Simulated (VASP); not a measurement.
# HfC (P6_3/mmc) in VASP: relaxation of cell and atoms with PBE

Aim: the relaxation of cell and atoms of HfC with PBE.

Everything below comes from runs of VASP 6.6.1. Logs are shortened: lines on timing, memory, paths and dates and some standing lists are left out, and cuts for length are marked.

## 1. The cell of the first run

It takes space group P6_3/mmc (No. 194, hexagonal). Conventional cell: a = 3.343 Å, b = 3.343 Å, c = 5.203 Å, α = 90.00°, β = 90.00°, γ = 120.00°. Hf (site symmetry -6m2) has 6 C at 2.33 Å within 3.1 Å. Within 3.1 Å of C (site symmetry -3m) lie 6 Hf at 2.33 Å and 2 C at 2.60 Å.

## 2. Relaxation of cell and atoms, PBE

File INCAR:

```
SYSTEM = HfC
PREC     = Accurate       ! precision mode
ENCUT    = 600            ! plane-wave cutoff, eV
EDIFF    = 1E-7           ! SCF threshold, eV
ISMEAR   = 0              ! smearing method
SIGMA    = 0.1            ! smearing width, eV
LREAL    = .False.        ! projectors in reciprocal space
LASPH    = .True.         ! aspherical terms in the spheres
NELM     = 60             ! most SCF steps
ALGO     = Normal         ! electronic algorithm
ISIF     = 3              ! what is computed and relaxed
LWAVE    = .False.        ! write WAVECAR
LCHARG   = .False.        ! write CHGCAR
GGA      = PE             ! functional
IBRION   = 2              ! ionic algorithm
NSW      = 100            ! ionic steps
EDIFFG   = -0.01          ! ionic threshold
```

File KPOINTS:

```
regular mesh
0
Gamma
  18 18 10
  0 0 0
```

File POSCAR:

```
HfC
1.0
    3.3428660531      0.0000000000      0.0000000000
   -1.6714330265      2.8950069234      0.0000000000
    0.0000000000      0.0000000000      5.2027140000
Hf C
2 2
Direct
    0.6666666700      0.3333333300      0.7500000000
    0.3333333300      0.6666666700      0.2500000000
    0.0000000000      0.0000000000      0.0000000000
    0.0000000000      0.0000000000      0.5000000000
```

Potentials or basis: VASP PAW PBE potentials, release 64 (Hf_pv, C).

On the command line:

```console
$ cat potpaw_PBE.64/Hf_pv/POTCAR potpaw_PBE.64/C/POTCAR > POTCAR
$ mpirun -np 1 vasp_std > vasp.out
```

OUTCAR:

```text
SYSTEM = HfC
   PREC = Accurate
   ENCUT = 600
   EDIFF = 1E-7
   ISMEAR = 0
   LREAL = .False.
   LASPH = .True.
   NELM = 60
   ISIF = 3
   GGA = PE
   IBRION = 2
   NSW = 100
   EDIFFG = -0.01

 ion  position               nearest neighbor table
   1  0.667  0.333  0.750-   3 2.33   4 2.33   3 2.33   4 2.33   3 2.33   4 2.33   2 3.24   2 3.24
                             2 3.24   2 3.24   2 3.24   2 3.24
   2  0.333  0.667  0.250-   3 2.33   4 2.33   3 2.33   4 2.33   3 2.33   4 2.33   1 3.24   1 3.24
                             1 3.24   1 3.24   1 3.24   1 3.24
   3  0.000  0.000  0.000-   1 2.33   2 2.33   2 2.33   1 2.33   1 2.33   2 2.33
   4  0.000  0.000  0.500-   1 2.33   2 2.33   2 2.33   1 2.33   1 2.33   2 2.33

  LATTYP: Found a hexagonal cell.
 ALAT       =     3.3428660531
 C/A-ratio  =     1.5563632875

  Lattice vectors:

 A1 = (   3.3428660531,   0.0000000000,   0.0000000000)
 A2 = (  -1.6714330265,   2.8950069234,   0.0000000000)
 A3 = (   0.0000000000,   0.0000000000,   5.2027140000)

Analysis of symmetry for initial positions (statically):
=====================================================================
 Subroutine PRICEL returns:
 Original cell was already a primitive cell.

 Routine SETGRP: Setting up the symmetry group for a
 hexagonal supercell.

 Subroutine GETGRP returns: Found 24 space group operations
 (whereof 12 operations were pure point group operations)
 out of a pool of 24 trial point group operations.

The static configuration has the point symmetry D_3d.
 The point group associated with its full space group is D_6h.

Analysis of symmetry for dynamics (positions and initial velocities):
=====================================================================
 Subroutine PRICEL returns:
 Original cell was already a primitive cell.

 Routine SETGRP: Setting up the symmetry group for a
 hexagonal supercell.

 Subroutine GETGRP returns: Found 24 space group operations
 (whereof 12 operations were pure point group operations)
 out of a pool of 24 trial point group operations.

The dynamic configuration has the point symmetry D_3d.
 The point group associated with its full space group is D_6h.

 Subroutine INISYM returns: Found 24 space group operations
 (whereof 12 operations are pure point group operations),
 and found     1 'primitive' translations

----------------------------------------------------------------------------------------

                                     Primitive cell
[... 106 lines left out ...]
   NELECT =      28.0000    total number of electrons
   NUPDOWN=      -1.0000    fix difference up-down
   EMIN   =  10.00;   EMAX   =-10.00  energy-range for DOS
   EFERMI =   0.00;   METHOD = LEGACY
   ISMEAR =     0;   SIGMA  =   0.10  broadening in eV -4-tet -1-fermi 0-gaus
   EFERMI_NEDOS =   21; number of points for ismear=-14 and -15
   IALGO  =     38    algorithm
   IMIX   =      4    mixing-type and parameters
     AMIX     =   0.40;   BMIX     =  1.00
     AMIX_MAG =   1.60;   BMIX_MAG =  1.00
  volume/ion in A,a.u.               =      12.59        84.94
  Fermi-wavevector in a.u.,A,eV,Ry     =   1.346257  2.544057 24.659309  1.812408
  Thomas-Fermi vector in A             =   2.474104
   LORBIT       =      0    0 simple, 1 ext, 2 COOP (PROOUT), +10 PAW based schemes
   GGA     = PE    functional components
   LHFCALC =     F    Hartree Fock is set to
   AEXX    =    0.0000 exact exchange contribution
   IVDW    =     0    specifies the selected vdW correction
   LEPSILON=     F    determine dielectric tensor
   LRPA    =     F    only Hartree local field effects (RPA)
 conjugate gradient relaxation of ions
 non-spin polarized calculation
 Gauss-broadening in eV      SIGMA  =   0.10
  energy-cutoff  :      600.00
  volume of cell :       50.35
 maximum number of plane-waves:      1713
 NGX is ok and might be reduce to    28
   NGX = 13   NGY = 13   NGZ = 21

--------------------------------------- Ionic step        1  -------------------------------------------

 number of electron      28.0000000 magnetization

 Free energy of the ion-electron system (eV)
  ---------------------------------------------------
  ext. energy  EPLUGINS =         0.00000000
  ---------------------------------------------------
  free energy    TOTEN  =       -41.30641269 eV

  energy without entropy =      -41.30380009  energy(sigma->0) =      -41.30510639

------------------------ aborting loop because EDIFF is reached ----------------------------------------

  FORCE on cell =-STRESS in cart. coord.  units (eV):
  Direction    XX          YY          ZZ          XY          YZ          ZX
  --------------------------------------------------------------------------------------
  -------------------------------------------------------------------------------------
  Total       -0.8066325     -0.8066325      0.1424275     -0.0000000      0.0000000     -0.0000000
  in kB      -25.6677489    -25.6677489      4.5321659     -0.0000000      0.0000000     -0.0000000
  external PRESSURE =     -15.6011106 kB  Pullay stress =       0.0000000 kB
[... 139 lines left out ...]
--------------------------------------- Ionic step        5  -------------------------------------------

 number of electron      27.9999999 magnetization

 Free energy of the ion-electron system (eV)
  ---------------------------------------------------
  ext. energy  EPLUGINS =         0.00000000
  ---------------------------------------------------
  free energy    TOTEN  =       -41.31196859 eV

  energy without entropy =      -41.30943145  energy(sigma->0) =      -41.31070002

 E-fermi :   6.4941     XC(G=0): -12.3132

 val. band max:        6.4907689975   @ k =   0.2778   0.2222   0.2000
 cond. band min:       6.5092075703   @ k =   0.1111   0.1111   0.2000
 fundamental gap:      0.0184385728
 Fermi energy:         6.4941384402

 k-point     1 :       0.0000    0.0000    0.0000
  band No.  band energies     occupation
      1     -24.1507      2.00000
      2     -23.5645      2.00000
      3     -23.5645      2.00000
      4     -23.4794      2.00000
      5     -23.4794      2.00000
      6     -23.4122      2.00000
[... 481 lines left out ...]
      5     -23.5802      2.00000
      6     -23.5696      2.00000
[... 10 lines left out ...]
     17      10.8567      0.00000
     18      11.6078      0.00000

 [... further k-points ...]

------------------------ aborting loop because EDIFF is reached ----------------------------------------

  FORCE on cell =-STRESS in cart. coord.  units (eV):
  Direction    XX          YY          ZZ          XY          YZ          ZX
  --------------------------------------------------------------------------------------
  -------------------------------------------------------------------------------------
  Total        0.0039045      0.0039045      0.0026344      0.0000000      0.0000000      0.0000000
  in kB        0.1250222      0.1250222      0.0843542      0.0000000      0.0000000      0.0000000
  external PRESSURE =       0.1114662 kB  Pullay stress =       0.0000000 kB
[... 19 lines left out ...]
  FREE ENERGIE OF THE ION-ELECTRON SYSTEM (eV)
  ---------------------------------------------------
  free  energy   TOTEN  =       -41.3119685918 eV

  energy  without entropy=      -41.3094314508  energy(sigma->0) =      -41.31070002

 reached required accuracy - stopping structural energy minimisation
```

OSZICAR:

```text
N       E                     dE             d eps       ncg     rms          rms(c)
DAV:   1     0.981900723621E+02    0.98190E+02   -0.17408E+04  8016   0.171E+03
DAV:   2    -0.419331736406E+02   -0.14012E+03   -0.13681E+03 10584   0.339E+02
DAV:   3    -0.472082177173E+02   -0.52750E+01   -0.51657E+01  9988   0.485E+01
[... 46 lines left out ...]
DAV:   2    -0.413119762861E+02    0.14154E-04   -0.46767E-05 10868   0.518E-02    0.231E-02
DAV:   3    -0.413119697249E+02    0.65611E-05   -0.61191E-06 10044   0.195E-02    0.117E-02
DAV:   4    -0.413119683605E+02    0.13645E-05   -0.24019E-06 10702   0.124E-02    0.896E-03
DAV:   5    -0.413119685396E+02   -0.17918E-06   -0.16799E-07  5838   0.344E-03    0.205E-03
DAV:   6    -0.413119685918E+02   -0.52135E-07   -0.27656E-08  4504   0.136E-03
   5 F= -.41311969E+02 E0= -.41310700E+02  d E =-.137781E-02
```

Wall time 15 min (1 thread of Intel Xeon 8259CL, shared host); peak memory 0.34 GiB.

Results:

```
Free energy                           : -41.3120 eV
Relaxed volume                        : 12.51 Å³/atom
Relaxed cell                          : a = 3.322 Å, b = 3.322 Å, c = 5.236 Å, α = 90.00°, β = 90.00°, γ = 120.00°
Space group after relaxing (to 0.1 Å) : P6_3/mmc (No. 194)
Energy gained by relaxing             : 1.4 meV/atom
Ionic steps                           : 5
Pressure after relaxing               : 0.0 GPa
Band gap on the k mesh                : zero (bands 14 and 15 overlap by 1.28 eV)
```

Step by step:
```
step  energy change (eV)  largest force (eV/Å)  pressure (GPa)  volume (Å³)
   1              0.0000                0.0000           -1.56        50.35
   2             -0.0005                0.0000            2.81        49.46
   3             -0.0042                0.0000            0.67        49.89
   4             -0.0055                0.0000           -0.06        50.05
   5             -0.0056                0.0000            0.01        50.04
```

Final structure:
```
Hf C
1.0
     3.32187    0.00000    0.00000
    -1.66094    2.87682    0.00000
     0.00000    0.00000    5.23590
Hf C
2 2
Cartesian
  1.6609 0.9589 3.9269
  0.0000 1.9179 1.3090
  0.0000 0.0000 5.2359
  0.0000 0.0000 2.6179
```

Caveat: spin-orbit coupling is left out, which moves the levels of the heavy elements.
